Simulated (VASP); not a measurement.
Os: single point with LDA

The system is Os.

```
Os
1.0
     2.71752    0.00000    0.00000
    -1.35876    2.35345    0.00000
     0.00000    0.00000    4.28446
Os
2
Direct
  0.33333 0.66667 0.25000
  0.66667 0.33333 0.75000
```

| Quantity | Value |
| --- | --- |
| Program | VASP 6.6.1 |
| Task | single point |
| Functional | LDA |
| Potentials or basis | VASP PAW LDA potentials, release 64 (Os_sv_GW) |
| Cutoff | 500 eV |
| k mesh | 11 × 11 × 6 |
| Occupations | fermi-dirac, width 0.1 eV |
| Spin | no spin polarisation |
| Dipole correction | no |
| Second run | valence_matched |
| Further INCAR settings | ALGO = Normal; EDIFF = 1e-06; NBANDS = 23 |

```
Pressure               : -0.5 GPa
Band gap on the k mesh : zero (band 16 reaches 16.11 eV, above the bottom of band 17 at 12.06 eV)
```

Stress tensor (GPa, compression positive):
```
-1.15  0.00  0.00
 0.00 -1.15  0.00
 0.00  0.00  0.84
```

Levels at points of the mesh, in eV from the Fermi level:
```csv
k point,band 13,band 14,band 15,band 16,band 17,band 18,band 19,band 20
"(0.00, 0.00, 0.00)",-2.84,-2.25,-2.25,-1.60,-1.60,0.20,1.78,1.78
"(0.00, 0.00, 0.50)",-3.33,-3.33,-3.33,-3.33,0.97,0.97,0.97,0.97
```

Wall time 37 s on 1 thread of Intel(R) Xeon(R) Platinum 8488C (Sapphire Rapids), with other jobs on the host, peak memory 0.15 GiB.

Caveat: spin-orbit coupling is left out, which moves the levels of the heavy elements.
